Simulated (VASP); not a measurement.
Write the native input for VASP 6.6.1 that does the following.

| Item | Value |
| --- | --- |
| Task | single point |
| Functional | PBE |
| Potentials or basis | VASP PAW PBE potentials, release 64 (Ca_sv, Se) |
| Cutoff | 520 eV |
| k mesh | 8 × 8 × 8 |
| Occupations | gaussian, width 0.05 eV |
| Spin | no spin polarisation |
| Dipole correction | no |
| Further INCAR settings | ALGO = Normal; EDIFF = 1e-07; NBANDS = 15 |

The structure of CaSe lies in POSCAR:

```
CaSe
1.0
    0.0000000000      2.9560000000      2.9560000000
    2.9560000000      0.0000000000      2.9560000000
    2.9560000000      2.9560000000      0.0000000000
Ca Se
1 1
Direct
   -0.0634303112     -0.0634303112      0.0634303112
    0.5000000000      0.5000000000      0.5000000000
```

This cell differs from its parent crystal: all Ca atoms moved +0.375 Å, as atom 1 towards its neighbour atom 2 (Se) at 2.956 Å.

The input as run:

INCAR

```
SYSTEM = CaSe
ALGO = Normal
EDIFF = 1E-7
ENCUT = 520
GGA = PE
ISIF = 2
ISMEAR = 0
LASPH = .TRUE.
LCHARG = .TRUE.
LELF = .TRUE.
LREAL = .FALSE.
LVHAR = .TRUE.
LWAVE = .FALSE.
NBANDS = 15
NELM = 60
PREC = Accurate
SIGMA = 0.05
```

KPOINTS

```
k-points
0
G
  8 8 8
  0 0 0
```

Potentials or basis: VASP PAW PBE potentials, release 64 (Ca_sv, Se).

Launch:

```console
$ cat potpaw_PBE.64/Ca_sv/POTCAR potpaw_PBE.64/Se/POTCAR > POTCAR
$ mpirun -np 1 vasp_std > vasp.out
```

Results of the run:

* Pressure: 4.2 GPa
* Largest force: 1.763 eV/Å
* Band gap on the k mesh: 2.28 eV, indirect (least direct gap 3.00 eV)

Caveat: the cell differs from its parent crystal (all Ca atoms moved +0.375 Å, as atom 1 towards its neighbour atom 2 (Se) at 2.956 Å); forces of over 1 eV/Å act on the atoms, so gaps and moduli don't describe the material at rest.

Run time: 26 s on 1 thread of Intel(R) Xeon(R) Platinum 8488C (Sapphire Rapids), with other jobs on the host, peak memory 0.2 GiB.
